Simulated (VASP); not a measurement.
# MnZn (Pm-3m) in VASP: single point with LDA

Aim: the single point of MnZn with LDA.

All numbers are computed with VASP 6.6.1; they aren't measurements. Logs are shortened: lines on timing, memory, paths and dates and some standing lists are left out, and cuts for length are marked.

### 1 The cell of the first run

Symmetry: Pm-3m, No. 221, cubic system. The conventional cell has a = 3.070 Å, b = 3.070 Å, c = 3.070 Å, α = 90.00°, β = 90.00°, γ = 90.00°. Within 3.5 Å of Mn (site symmetry m-3m) lie 8 Zn at 2.66 Å and 6 Mn at 3.07 Å. Within 3.5 Å of Zn (site symmetry m-3m) lie 8 Mn at 2.66 Å and 6 Zn at 3.07 Å.

### 2 Single point, LDA, collinear spin, ferromagnetic start

Contents of INCAR:

```
SYSTEM = MnZn
PREC = Accurate
ENCUT = 520
EDIFF = 1E-7
ISMEAR = 0
SIGMA = 0.1
LREAL = .False.
LASPH = .True.
NELM = 150
ALGO = Normal
ISIF = 2
LWAVE = .False.
LCHARG = .True.
ISPIN = 2
MAGMOM = 4 0
LORBIT = 11
LMAXMIX = 4
LELF = .True.
LVHAR = .True.
NBANDS = 24
```

Contents of KPOINTS:

```
Automatic mesh
0
Gamma
  6 6 6
  0 0 0
```

Contents of POSCAR:

```
MnZn
1.0
    3.0700000000      0.0000000000      0.0000000000
    0.0000000000      3.0700000000      0.0000000000
    0.0000000000      0.0000000000      3.0700000000
Mn Zn
1 1
Direct
    0.0000000000      0.0000000000      0.0000000000
    0.5000000000      0.5000000000      0.5000000000
```

Potentials or basis: VASP PAW LDA potentials, release 64 (Mn_pv, Zn).

The run is started by

```bash
cat potpaw_LDA.64/Mn_pv/POTCAR potpaw_LDA.64/Zn/POTCAR > POTCAR
mpirun -np 1 vasp_std > vasp.out
```

OUTCAR:

```text
SYSTEM = MnZn
   PREC = Accurate
   ENCUT = 520
   EDIFF = 1E-7
   ISMEAR = 0
   LREAL = .False.
   LASPH = .True.
   NELM = 150
   ISIF = 2
   ISPIN = 2
   LORBIT = 11

 ion  position               nearest neighbor table
   1  0.000  0.000  0.000-   2 2.66   2 2.66   2 2.66   2 2.66   2 2.66   2 2.66   2 2.66   2 2.66

   2  0.500  0.500  0.500-   1 2.66   1 2.66   1 2.66   1 2.66   1 2.66   1 2.66   1 2.66   1 2.66

  LATTYP: Found a simple cubic cell.
 ALAT       =     3.0700000000

  Lattice vectors:

 A1 = (   3.0700000000,   0.0000000000,   0.0000000000)
 A2 = (   0.0000000000,   3.0700000000,   0.0000000000)
 A3 = (   0.0000000000,   0.0000000000,   3.0700000000)

Analysis of symmetry for initial positions (statically):
=====================================================================
 Subroutine PRICEL returns:
 Original cell was already a primitive cell.

 Routine SETGRP: Setting up the symmetry group for a
 simple cubic supercell.

 Subroutine GETGRP returns: Found 48 space group operations
 (whereof 48 operations were pure point group operations)
 out of a pool of 48 trial point group operations.

The static configuration has the point symmetry O_h .

Analysis of symmetry for dynamics (positions and initial velocities):
=====================================================================
 Subroutine PRICEL returns:
 Original cell was already a primitive cell.

 Routine SETGRP: Setting up the symmetry group for a
 simple cubic supercell.

 Subroutine GETGRP returns: Found 48 space group operations
 (whereof 48 operations were pure point group operations)
 out of a pool of 48 trial point group operations.

The dynamic configuration has the point symmetry O_h .

Analysis of structural, dynamic, and magnetic symmetry:
=====================================================================
 Subroutine PRICEL returns:
 Original cell was already a primitive cell.

 Routine SETGRP: Setting up the symmetry group for a
 simple cubic supercell.

 Subroutine GETGRP returns: Found 48 space group operations
 (whereof 48 operations were pure point group operations)
 out of a pool of 48 trial point group operations.

The overall configuration has the point symmetry O_h .

 Subroutine INISYM returns: Found 48 space group operations
 (whereof 48 operations are pure point group operations),
 and found     1 'primitive' translations

----------------------------------------------------------------------------------------

                                     Primitive cell
[... 109 lines left out ...]
  Thomas-Fermi vector in A             =   2.662638
   LORBIT       =     11    0 simple, 1 ext, 2 COOP (PROOUT), +10 PAW based schemes
   GGA     = CA    functional components
   LHFCALC =     F    Hartree Fock is set to
   AEXX    =    0.0000 exact exchange contribution
   IVDW    =     0    specifies the selected vdW correction
   LEPSILON=     F    determine dielectric tensor
   LRPA    =     F    only Hartree local field effects (RPA)
 spin polarized calculation
 Gauss-broadening in eV      SIGMA  =   0.10
  energy-cutoff  :      520.00
  volume of cell :       28.93
 maximum number of plane-waves:       804
 NGX is ok and might be reduce to    24
   NGX = 11   NGY = 11   NGZ = 11

 number of electron      24.9999987 magnetization       3.0596897

 Free energy of the ion-electron system (eV)
  ---------------------------------------------------
  ext. energy  EPLUGINS =         0.00000000
  ---------------------------------------------------
  free energy    TOTEN  =       -11.25202240 eV

  energy without entropy =      -11.24584558  energy(sigma->0) =      -11.24893399

 E-fermi :   4.8878     XC(G=0): -12.3630

 val. band max:        4.8301966853   @ k =   0.5000   0.0000   0.0000
 cond. band min:       4.9065057879   @ k =   0.5000   0.1667   0.1667
 fundamental gap:      0.0763091026
 Fermi energy:         4.8877645685

 spin component 1

 k-point     1 :       0.0000    0.0000    0.0000
  band No.  band energies     occupation
      1     -43.8173      1.00000
      2     -43.8173      1.00000
      3     -43.8173      1.00000
      4      -4.1891      1.00000
      5      -2.4827      1.00000
      6      -2.4827      1.00000
[... 529 lines left out ...]
     23      37.1655      0.00000
     24      37.1655      0.00000
 Fermi energy:         4.8877645685

 spin component 2

 k-point     1 :       0.0000    0.0000    0.0000
  band No.  band energies     occupation
      1     -40.8404      1.00000
      2     -40.8404      1.00000
      3     -40.8404      1.00000
      4      -3.9320      1.00000
      5      -2.4571      1.00000
      6      -2.4571      1.00000
[... 529 lines left out ...]
     23      37.6897      0.00000
     24      37.9180      0.00000

------------------------ aborting loop because EDIFF is reached ----------------------------------------

  FORCE on cell =-STRESS in cart. coord.  units (eV):
  Direction    XX          YY          ZZ          XY          YZ          ZX
  --------------------------------------------------------------------------------------
  -------------------------------------------------------------------------------------
  Total       -3.0381626     -3.0381626     -3.0381626     -0.0000000      0.0000000     -0.0000000
  in kB     -168.2311688   -168.2311688   -168.2311688     -0.0000000      0.0000000     -0.0000000
  external PRESSURE =    -168.2311688 kB  Pullay stress =       0.0000000 kB

 VOLUME and BASIS-vectors are now :
 -----------------------------------------------------------------------------
  energy-cutoff  :      520.00
  volume of cell :       28.93
      direct lattice vectors                 reciprocal lattice vectors
     3.070000000  0.000000000  0.000000000     0.325732899  0.000000000  0.000000000
     0.000000000  3.070000000  0.000000000     0.000000000  0.325732899  0.000000000
     0.000000000  0.000000000  3.070000000     0.000000000  0.000000000  0.325732899

 POSITION                                       TOTAL-FORCE (eV/Angst)
 -----------------------------------------------------------------------------------
      0.00000      0.00000      0.00000         0.000000      0.000000      0.000000
      1.53500      1.53500      1.53500         0.000000      0.000000      0.000000
 -----------------------------------------------------------------------------------
    total drift:                                0.000000      0.000000     -0.000000

  FREE ENERGIE OF THE ION-ELECTRON SYSTEM (eV)
  ---------------------------------------------------
  free  energy   TOTEN  =       -11.2520223991 eV

  energy  without entropy=      -11.2458455819  energy(sigma->0) =      -11.24893399

 total charge

# of ion       s       p       d       tot
------------------------------------------
    1        0.276   6.211   5.056  11.543
    2        0.623   0.515   9.718  10.856
--------------------------------------------------
tot          0.900   6.726  14.773  22.399

 magnetization (x)

# of ion       s       p       d       tot
------------------------------------------
    1        0.010   0.003   3.030   3.043
    2       -0.039  -0.049   0.028  -0.059
--------------------------------------------------
tot         -0.029  -0.045   3.058   2.984
```

Run time: 12 s. Hardware: 1 thread of AMD EPYC 9R45 (Zen 5), shared host; peak memory 0.11 GiB.

What came out:

```
Free energy                                           : -11.2520 eV
Pressure                                              : -16.8 GPa
Net moment                                            : 3.06 μB per cell
Site moments                                          : Mn +3.04; Zn -0.06 μB
Valence electrons inside the program's atomic spheres : Mn 11.54; Zn 10.86
```

Levels at points of the mesh, in eV from the Fermi level:
Spin up:
```tsv
k point	band 10	band 11	band 12	band 13	band 14	band 15	band 16	band 17	band 18	band 19
(0.00, 0.00, 0.00)	-2.36	-2.36	-1.07	-1.07	-1.07	6.20	6.20	6.20	11.58	11.58
(0.50, 0.00, 0.00)	-4.73	-2.40	-1.87	-1.87	-1.12	-0.06	11.27	11.27	12.43	12.48
(0.50, 0.50, 0.00)	-2.09	-1.37	-1.37	-1.18	-1.18	-0.60	2.80	3.66	12.29	14.67
(0.50, 0.50, 0.50)	-3.36	-3.36	-0.57	-0.57	2.81	4.79	4.79	4.79	5.49	5.49
```
Spin down:
| k point | band 9 | band 10 | band 11 | band 12 | band 13 | band 14 |
| --- | --- | --- | --- | --- | --- | --- |
| (0.00, 0.00, 0.00) | -6.82 | -0.32 | -0.32 | 1.64 | 1.64 | 1.64 |
| (0.50, 0.00, 0.00) | -4.61 | -4.41 | -0.24 | 0.53 | 0.53 | 1.61 |
| (0.50, 0.50, 0.00) | -3.19 | -0.92 | -0.92 | -0.21 | 1.17 | 1.17 |
| (0.50, 0.50, 0.50) | -1.78 | -1.78 | -1.78 | 2.07 | 2.07 | 2.77 |
